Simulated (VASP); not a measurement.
**AlN: single point with LDA**

Crystal: AlN.

```
Al N
1.0
     0.00000    2.18399    2.18399
     2.18399    0.00000    2.18399
     2.18399    2.18399    0.00000
Al N
1 1
Direct
  0.00000 0.00000 0.93132
  0.75000 0.75000 0.75000
```

This cell differs from its parent crystal: atom 1 (Al) moved by (-0.150, -0.150) A along x and y.

| Property | Result |
| --- | --- |
| Program | VASP 6.6.1 |
| Task | single point |
| Functional | LDA |
| Potentials or basis | VASP PAW LDA potentials, release 64 (Al, N) |
| Cutoff | 520 eV |
| k mesh | 10 × 10 × 10 |
| Occupations | gaussian, width 0.05 eV |
| Spin | no spin polarisation |

| Property | Result |
| --- | --- |
| Pressure | 2.8 GPa |
| Largest force | 3.604 eV/Å |
| Band gap on the k mesh | 2.68 eV, indirect (least direct gap 3.63 eV) |

Forces in eV/Å, atoms in the order of the input:
```
Al   2.344  2.344  1.415
N   -2.344 -2.344 -1.415
```

Stress tensor (GPa, compression positive):
```
 1.12  6.46 11.53
 6.46  1.12 11.53
11.53 11.53  6.05
```

Levels at points of the mesh, in eV from the valence-band top:
| k point | band 1 | band 2 | band 3 | band 4 | band 5 | band 6 | band 7 | band 8 | band 9 |
| --- | --- | --- | --- | --- | --- | --- | --- | --- | --- |
| (0.00, 0.00, 0.00) | -15.34 | -1.07 | -0.52 | 0.00 | 3.63 | 11.80 | 11.81 | 11.96 | 16.78 |
| (0.50, 0.00, 0.00) | -13.23 | -6.42 | -1.37 | -0.61 | 6.58 | 9.11 | 10.22 | 10.89 | 16.86 |
| (0.00, 0.00, 0.50) | -13.27 | -6.18 | -1.47 | -1.00 | 6.83 | 9.30 | 10.16 | 10.62 | 16.85 |
| (0.50, 0.50, 0.50) | -13.19 | -6.62 | -0.97 | -0.57 | 6.52 | 8.95 | 10.45 | 10.75 | 16.95 |
| (0.50, 0.50, 0.00) | -12.57 | -5.49 | -2.28 | -2.20 | 2.68 | 7.64 | 12.96 | 15.07 | 15.22 |
| (0.00, 0.50, 0.50) | -12.58 | -5.47 | -2.55 | -2.03 | 2.72 | 7.78 | 12.97 | 14.97 | 15.14 |

Run time: 28 s on 1 thread of Intel Xeon 6975P-C (shared host), peak memory 0.17 GiB.

Caveat: the cell differs from its parent crystal (atom 1 (Al) moved by (-0.150, -0.150) A along x and y); forces of over 1 eV/Å act on the atoms, so gaps and moduli don't describe the material at rest. A k mesh can miss the band edges.
